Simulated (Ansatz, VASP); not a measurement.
**Two plane-wave programs on CuO**

```xyz
4
Lattice="2.0914 -2.0704 0.1656 2.0914 2.0704 0.1656 -0.4014 0.0000 5.1383" Properties=species:S:1:pos:R:3 pbc="T T T"
Cu    1.0457    1.0352    0.0828
Cu    0.8450   -1.0352    2.6520
O     1.9911    0.0006    1.4502
O     1.7904   -0.0006    4.0194
```

Alike in both runs: functional PBE; k mesh 8 × 8 × 4; occupations gaussian, width 0.05 eV; collinear spin.

Ansatz relaxed the structure, and its values are those at the end. VASP's run is a single point on that final structure, the one shown.

|  | VASP | Ansatz |
| --- | --- | --- |
| version | VASP 6.6.1 | Ansatz 0.2.0 |
| potentials or method | VASP PAW PBE potentials, release 64 (Cu, O), cutoff 520 eV | scalar-relativistic, plane waves, PAW |
| valence electrons in the cell | 34 | 50 |

```csv
,VASP,Ansatz,Ansatz less VASP
gap on the k mesh at the Fermi level (eV),none,none,-
pressure (GPa),0.7,0.0,-0.66
net moment per atom (μB),0.00,0.00,0.000
```

A gap of «none» marks a metal or a gap that the smearing closes. VASP's potentials hold 34 valence electrons a cell and Ansatz's 50, so a difference there can come from the potentials and not from the codes. Ansatz's warnings: seeded moment not kept.
